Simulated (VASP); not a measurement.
The system is Te.

```xyz
4
Lattice="3.6896 -2.2004 0.0000 3.6896 2.2004 0.0000 -2.0591 0.0000 9.5479" Properties=species:S:1:pos:R:3 pbc="T T T"
Te    5.5874   -0.8053    0.9519
Te    0.7623   -0.8053    3.8220
Te   -0.2673    0.8053    8.5960
Te    4.5578    0.8053    5.7259
```

| Property | Result |
| --- | --- |
| Program | VASP 6.6.1 |
| Task | relaxation of cell and atoms |
| Functional | PBE |
| Potentials or basis | VASP PAW PBE potentials, release 64 (Te) |
| Cutoff | 500 eV |
| k mesh | 4 × 4 × 2 |
| Occupations | gaussian, width 0.1 eV |
| Spin | no spin polarisation |

At the start: pressure 39.4 GPa; volume 38.76 Å³/atom.

Question: Where does the relaxation end?

Answer: Over 39 steps the energy falls by 3361.4 meV/atom and the volume is 58.38 Å³/atom (+50.6 %); space group C2/c (No. 15, to 0.1 Å) before and after.

The path:
| step | energy change (eV) | largest force (eV/Å) | pressure (GPa) | volume (Å³) |
| --- | --- | --- | --- | --- |
| 1 | 0.0000 | 29.1684 | 39.40 | 155.03 |
| 2 | -9.4019 | 4.2932 | 7.22 | 385.87 |
| 3 | -9.7790 | 3.8205 | 6.97 | 377.64 |
| 4 | -10.0871 | 3.5220 | 6.59 | 370.61 |
| 5 | -11.5695 | 0.2422 | 1.83 | 259.13 |
| 6 | -11.6304 | 0.0338 | 2.55 | 270.77 |
| 7 | -11.0977 | 2.2178 | 5.57 | 314.83 |
| 8 | -11.6099 | 0.5059 | 3.56 | 277.43 |
| 9 | -12.2350 | 1.0782 | -1.28 | 339.56 |
| 10 | -12.2939 | 0.8084 | -0.49 | 323.01 |
| 11 | -12.5461 | 0.3190 | -0.26 | 323.77 |
| 12 | -12.5773 | 0.3815 | 0.01 | 323.79 |
| 13 | -12.5780 | 0.4532 | 0.08 | 323.77 |
| 14 | -12.6255 | 0.2722 | -0.31 | 325.88 |
| 15 | -12.6421 | 0.2761 | -0.75 | 328.05 |
| 16 | -12.6620 | 0.2110 | -0.74 | 325.66 |
| 17 | -12.7050 | 0.0201 | -0.68 | 318.37 |
| 18 | -12.7183 | 0.4676 | -0.49 | 303.18 |
| 19 | -12.7855 | 0.6906 | -0.31 | 293.92 |
| 20 | -12.9497 | 0.8391 | 0.40 | 266.74 |
| 21 | -12.6698 | 1.4641 | 4.77 | 215.06 |
| 22 | -12.9586 | 1.0651 | 0.90 | 259.04 |
| 23 | -12.9531 | 1.2507 | 1.78 | 242.67 |
| 24 | -12.9632 | 1.1689 | 1.39 | 249.15 |
| 25 | -12.9915 | 1.0969 | 1.33 | 246.73 |
| 26 | -13.0671 | 0.9355 | 1.28 | 239.40 |
| 27 | -13.0826 | 0.8066 | 2.00 | 224.57 |
| 28 | -13.1115 | 0.8372 | 1.48 | 231.79 |
| 29 | -13.1125 | 0.8232 | 1.56 | 230.25 |
| 30 | -13.1604 | 0.6870 | 0.99 | 233.21 |
| 31 | -13.2085 | 0.3616 | -0.45 | 242.24 |
| 32 | -13.2096 | 0.3964 | -0.29 | 241.09 |
| 33 | -13.2215 | 0.4091 | -0.28 | 240.84 |
| 34 | -13.2604 | 0.4841 | -0.29 | 240.11 |
| 35 | -13.3507 | 0.4880 | -0.29 | 238.61 |
| 36 | -13.4429 | 0.0618 | -0.20 | 235.49 |
| 37 | -13.4441 | 0.0524 | 0.19 | 232.53 |
| 38 | -13.4449 | 0.0458 | 0.03 | 233.68 |
| 39 | -13.4457 | 0.0328 | -0.01 | 233.54 |

Final structure:
```
Te
1.0
     2.80023   -2.86727    0.63451
     2.80023    2.86727    0.63451
     0.79105    0.00000   14.72265
Te
4
Direct
  0.90197 0.64768 0.21693
  0.35232 0.09803 0.28307
  0.09803 0.35232 0.78307
  0.64768 0.90197 0.71693
```

Caveat: the volume moved by over 15 % at a fixed basis, so the end points are rough.
